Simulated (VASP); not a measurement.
Write the native input for VASP 6.6.1 that does the following.

- Task: single point
- Functional: PBEsol
- Potentials or basis: VASP PAW PBE potentials, release 64 (Al)
- Cutoff: 520 eV
- k mesh: 11 × 11 × 11
- Occupations: methfessel-paxton, width 0.1 eV
- Spin: no spin polarisation
- Dipole correction: no
- Further INCAR settings: ALGO = Normal; EDIFF = 1e-07; NBANDS = 8

The structure of Al lies in POSCAR:

```
Al
1.0
    0.0000000000      2.0075613837      2.0075613837
    2.0075613837      0.0000000000      2.0075613837
    2.0075613837      2.0075613837      0.0000000000
Al
1
Direct
    0.0000000000      0.0000000000      0.0000000000
```

The input as run:

INCAR

```
  PREC = Accurate
  ENCUT = 520
  EDIFF = 1E-7
  ISMEAR = 1
  SIGMA = 0.1
  LREAL = F
  LASPH = T
  NELM = 60
  ALGO = Normal
  ISIF = 2
  LWAVE = F
  LCHARG = T
  GGA = PS
  LELF = T
  LVHAR = T
  NBANDS = 8
```

KPOINTS

```
regular mesh
0
Gamma
  11 11 11
```

Potentials or basis: VASP PAW PBE potentials, release 64 (Al).

Command:

```bash
$ cat potpaw_PBE.64/Al/POTCAR > POTCAR
$ mpirun -np 1 vasp_std > vasp.out
```

Results of the run:

```json
{
  "Pressure": "0.1 GPa"
}
```

Caveat: the PAW data sets were made with another functional, which shifts forces and pressure a little.

Wall time 3.2 s on 1 thread of Intel(R) Xeon(R) 6975P-C (Granite Rapids) (shared host), peak memory 0.13 GiB.
